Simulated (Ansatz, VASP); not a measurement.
**Two plane-wave programs on AlCu3**

```
Al Cu
1.0
     0.00000    2.88347    2.88347
     2.88347    0.00000    2.88347
     2.88347    2.88347    0.00000
Al Cu
1 3
Direct
  0.00000 0.00000 0.00000
  0.50000 0.50000 0.50000
  0.25000 0.25000 0.25000
  0.75000 0.75000 0.75000
```

Alike in both runs: task relaxation of cell and atoms; functional PBEsol; k mesh 12 × 12 × 12; occupations fermi-dirac, width 0.15 eV; no spin polarisation.

|  | VASP | Ansatz |
| --- | --- | --- |
| version | VASP 6.6.1 | Ansatz 0.2.0 |
| potentials or method | VASP PAW PBE potentials, release 64 (Al, Cu), cutoff 600 eV | scalar-relativistic, plane waves, PAW |
| valence electrons in the cell | 36 | 60 |

```csv
,VASP,Ansatz,Ansatz less VASP
"gap on the k mesh at the Fermi level, each at its own relaxed structure (eV)",none,none,-
relaxed volume (Å³/atom),12.04,11.99,-0.046
relaxed cell length with the largest relative difference (Å),4.084,4.079,-0.0053
```

VASP's potentials were made for PBE, not for PBEsol. A gap of «none» marks a metal or a gap that the smearing closes. VASP's potentials hold 36 valence electrons a cell and Ansatz's 60, so a difference there can come from the potentials and not from the codes.
